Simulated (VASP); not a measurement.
Crystal: RbBr.

```
CELL_PARAMETERS angstrom
0.00000 3.46083 3.46083
3.46083 0.00000 3.46083
3.46083 3.46083 0.00000
ATOMIC_POSITIONS crystal
Rb 0.00000 0.00000 0.00000
Br 0.50000 0.50000 0.50000
```

Base run:

* Program: VASP 6.6.1
* Functional: r2SCAN
* Potentials or basis: VASP PAW PBE potentials, release 64 (Rb_sv, Br)
* Cutoff: 520 eV
* k mesh: 4 × 4 × 4
* Occupations: gaussian, width 0.01 eV
* Spin: no spin polarisation

Its results: band gap on the k mesh 4.89 eV, direct; pressure 0.0 GPa.

Task: After a change of settings the same cell gave: band gap on the k mesh 4.29 eV, direct; pressure 0.6 GPa. Which change was it?
A. functional from r2SCAN to HSE06
B. functional from r2SCAN to PBE; further incar settings from ALGO = Normal; EDIFF = 1e-06; NBANDS = 15 to ALGO = Normal; EDIFF = 1e-07; NBANDS = 15
C. functional from r2SCAN to LDA; potentials or basis from VASP PAW PBE potentials, release 64 (Rb_sv, Br) to VASP PAW LDA potentials, release 64 (Rb_sv, Br)

Result: B.

Caveats: the PAW data sets were made with another functional, which shifts forces and pressure a little (some runs).
